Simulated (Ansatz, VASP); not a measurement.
# One calculation of ZrS, two programs

```
Zr S
1.0
     0.00000    2.60326    2.60326
     2.60326    0.00000    2.60326
     2.60326    2.60326    0.00000
Zr S
1 1
Direct
  0.00000 0.00000 0.00000
  0.50000 0.50000 0.50000
```

Alike in both runs: functional r2SCAN; k mesh 2 × 2 × 2; occupations gaussian, width 0.1 eV; no spin polarisation.

Ansatz relaxed the structure, and its values are those at the end. VASP's run is a single point on that final structure, the one shown.

|  | VASP | Ansatz |
| --- | --- | --- |
| version | VASP 6.6.1 | Ansatz 0.2.0 |
| potentials or method | VASP PAW PBE potentials, release 64 (Zr_sv, S), cutoff 520 eV | scalar-relativistic, plane waves, PAW |
| valence electrons in the cell | 18 | 18 |

|  | VASP | Ansatz | Ansatz less VASP |
| --- | --- | --- | --- |
| gap on the k mesh at the Fermi level (eV) | none | none | - |
| pressure (GPa) | 0.0 | 0.0 | +0.03 |

VASP's potentials were made for PBE, not for r2SCAN. A gap of «none» marks a metal or a gap that the smearing closes. With one functional, cell and mesh, what is left measures potentials, basis and numerics.

The k mesh is coarse, so the values compare programs but aren't converged.
